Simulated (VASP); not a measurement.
Crystal: CaS.

```
Ca S
1.0
     0.00000    2.85237    2.85237
     2.85237    0.00000    2.85237
     2.85237    2.85237    0.00000
Ca S
1 1
Direct
  0.00000 0.00000 0.00000
  0.50000 0.50000 0.50000
```

Program: VASP 6.6.1. Alike in all runs: task single point; potentials or basis VASP PAW PBE potentials, release 64 (Ca_sv, S); no spin polarisation; cell as given; cutoff (eV) 500.

Order these runs on this cell by their band gap on the k mesh, lowest first.
A. level PBE+D3(BJ); k mesh 2 × 2 × 2, shifted; smearing tetrahedron
B. level PBE; k mesh 2 × 2 × 2; smearing fermi-dirac 0.1 eV
C. level PBE; k mesh 3 × 3 × 3; smearing fermi-dirac 0.1 eV

B (2.17 eV), C (2.68 eV), A (4.50 eV).

Caveats: all runs use coarse meshes; three body term missing (at least some runs); a shifted mesh leaves out Γ, where band edges can lie (at least some runs); an odd mesh through Γ misses points on the zone boundary, where band edges can lie (at least some runs).

A k mesh can miss the band edges, odd and even meshes differently.
